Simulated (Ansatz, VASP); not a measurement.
SnSe in VASP and in Ansatz

The input INCAR:

```
  ALGO = Normal
  EDIFF = 1E-6
  ENCUT = 520
  GGA = PE
  ISIF = 2
  ISMEAR = 0
  IVDW = 12
  LASPH = T
  LCHARG = F
  LREAL = F
  LWAVE = F
  NBANDS = 50
  NELM = 80
  PREC = Accurate
  SIGMA = 0.05
```

The input KPOINTS:

```
k-points
0
Gamma
  8 8 3
```

Contents of POSCAR:

```
SnSe
1.0
    0.0000000000     -4.1672321195      0.0000000000
    0.0000000000      0.0000000000     -4.3883961024
   11.4836155581     -0.4167232120      0.0000000000
Sn Se
4 4
Direct
    0.6882344104      0.9039441748      0.6176558965
    0.2117655896      0.0960558252      0.3823441035
    0.1617655897      0.4039441748      0.8823441035
    0.7382344104      0.5960558252      0.1176558965
    0.7143005848      0.5230073193      0.3569941520
    0.1856994152      0.4769926807      0.6430058480
    0.2356994152      0.0230073193      0.1430058480
    0.6643005848      0.9769926807      0.8569941520
```

Input for Ansatz:

```yaml
crystal:
  lattice:
    - [0.0, -4.1672321195, 0.0]
    - [0.0, 0.0, -4.3883961024]
    - [11.4836155581, -0.416723212, 0.0]
  atoms:
    - { symbol: Sn, position: [0.6882344104, 0.9039441748, 0.6176558965] }
    - { symbol: Sn, position: [0.2117655896, 0.0960558252, 0.3823441035] }
    - { symbol: Sn, position: [0.1617655897, 0.4039441748, 0.8823441035] }
    - { symbol: Sn, position: [0.7382344104, 0.5960558252, 0.1176558965] }
    - { symbol: Se, position: [0.7143005848, 0.5230073193, 0.356994152] }
    - { symbol: Se, position: [0.1856994152, 0.4769926807, 0.643005848] }
    - { symbol: Se, position: [0.2356994152, 0.0230073193, 0.143005848] }
    - { symbol: Se, position: [0.6643005848, 0.9769926807, 0.856994152] }
basis:
  ecutwfc: 420
kpoints:
  mp_grid: { grid: [8, 8, 3] }
hamiltonian:
  xc: pbe
  dispersion: d3bj
scf:
  occupations: { method: gaussian, width: 0.05 }
output:
  forces: true
  stress: true
  eigenvalues: true
  write_density: true
  write_potential: true
  elf: true
  volumetric_format: npy
```

Alike in both runs: task single point; functional PBE; dispersion D3(BJ); k mesh 8 × 8 × 3; occupations gaussian, width 0.05 eV; no spin polarisation.

|  | VASP | Ansatz |
| --- | --- | --- |
| version | VASP 6.6.1 | Ansatz 0.2.0 |
| potentials or method | VASP PAW PBE potentials, release 64 (Sn_d, Se), cutoff 520 eV | scalar-relativistic, plane waves, PAW |
| valence electrons in the cell | 80 | 120 |

|  | VASP | Ansatz | Ansatz less VASP |
| --- | --- | --- | --- |
| gap on the k mesh at the Fermi level (eV) | 0.60 | 0.61 | +0.009 |
| least direct gap on the mesh (eV) | 0.89 | 0.90 | +0.008 |
| pressure (GPa) | 0.2 | 0.1 | -0.02 |
| traceless stress, the component that is largest in VASP (GPa) | 0.53 | 0.53 | +0.004 |
| rms of the force components (eV/Å) | 0.043 | 0.045 | +0.0014 |

Atom by atom the forces differ by 0.008 eV/Å (rms over components). VASP's potentials hold 80 valence electrons a cell and Ansatz's 120, so a difference there can come from the potentials and not from the codes.
